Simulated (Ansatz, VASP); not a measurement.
**LiF: VASP beside Ansatz**

File INCAR:

```
  ALGO = Normal
  EDIFF = 1E-8
  ENCUT = 520
  GGA = PE
  ISIF = 2
  ISMEAR = -1
  LASPH = True
  LCHARG = False
  LEFG = True
  LREAL = False
  LWAVE = False
  NBANDS = 12
  NELM = 60
  PREC = Accurate
  SIGMA = 0.03
```

Contents of KPOINTS:

```
k-points
0
Gamma
  14 14 14
```

Contents of POSCAR:

```
LiF
1.0
    0.0000000000      2.0340519226      2.0340519226
    2.0340519226      0.0000000000      2.0340519226
    2.0340519226      2.0340519226      0.0000000000
Li F
1 1
Direct
    0.0000000000      0.0000000000      0.0000000000
    0.5000000000      0.5000000000      0.5000000000
```

Input for Ansatz:

```yaml
crystal:
  lattice:
    - [0.0, 2.0340519226, 2.0340519226]
    - [2.0340519226, 0.0, 2.0340519226]
    - [2.0340519226, 2.0340519226, 0.0]
  atoms:
    - { symbol: Li, position: [0.0, 0.0, 0.0] }
    - { symbol: F, position: [0.5, 0.5, 0.5] }
kpoints:
  mp_grid: { grid: [14, 14, 14] }
  band_path:
    path:
      - [0.0, 0.0, 0.0]
      - [0.5, 0.0, 0.5]
      - [0.625, 0.25, 0.625]
      - [0.375, 0.375, 0.75]
      - [0.0, 0.0, 0.0]
      - [0.5, 0.5, 0.5]
      - [0.5, 0.25, 0.75]
      - [0.5, 0.0, 0.5]
    npoints: 8
scf:
  occupations: { method: fermi_dirac, width: 0.03 }
hamiltonian:
  xc: pbe
  pseudopotentials: { kind: paw }
output:
  forces: true
  stress: true
  eigenvalues: true
  efg: { contact_densities: true }
  populations: true
  bader: true
  dos: { projected: true, de: 0.2, e_range: [-14, 8] }
```

Alike in both runs: task electric field gradients; functional PBE; k mesh 14 × 14 × 14; occupations fermi-dirac, width 0.03 eV; no spin polarisation.

|  | VASP | Ansatz |
| --- | --- | --- |
| version | VASP 6.6.1 | Ansatz 0.2.0 |
| potentials or method | VASP PAW PBE potentials, release 64 (Li_sv, F) | PAW with Ansatz's default frozen-core files, scalar-relativistic |
| plane-wave cutoff (eV) | 520 | 420 |
| valence electrons in the cell | 10 | 10 |

```tsv
	VASP	Ansatz	Ansatz less VASP
gap on the k mesh at the Fermi level (eV)	8.83	8.83	+0.001
```

Noted on VASP's run: the cutoff is short for stress, so the pressure is rough.
